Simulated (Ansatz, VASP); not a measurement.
FeAu: VASP beside Ansatz

```
Au Fe
1.0
     1.41175    0.81507    4.46945
    -1.41175    0.81507    4.46945
     0.00000   -1.63015    4.46945
Au Fe
1 1
Direct
  0.00000 0.00000 0.00000
  0.50000 0.50000 0.50000
```

Alike in both runs: task single point; functional PBE; k mesh 11 × 11 × 11; occupations fermi-dirac, width 0.05 eV; collinear spin.

```csv
,VASP,Ansatz
version,VASP 6.6.1,Ansatz 0.2.0
potentials or method,"VASP PAW PBE potentials, release 64 (Au, Fe)",Ansatz PAW
plane-wave cutoff (eV),520,420
valence electrons in the cell,19,35
```

Ansatz gave:

| Quantity | Value |
| --- | --- |
| gap on the k mesh at the Fermi level (eV) | none |
| pressure (GPa) | -1.0 |
| traceless stress, the component that is largest in VASP (GPa) | 1.01 |
| net moment per atom (μB) | 1.46 |
| size of the moment on the site where the two differ most (μB) | 2.93 |

**Question.** What did VASP give for the same quantities?

**Answer.** gap on the k mesh at the Fermi level (eV): none; pressure (GPa): -1.2; traceless stress, the component that is largest in VASP (GPa): 0.98; net moment per atom (μB): 1.45; size of the moment on the site where the two differ most (μB): 2.89.

Site moments also hang on the region over which each program counts them. A gap of «none» marks a metal or a gap that the smearing closes. VASP's potentials hold 19 valence electrons a cell and Ansatz's 35, so a difference there can come from the potentials and not from the codes.

Spin-orbit coupling is off throughout.
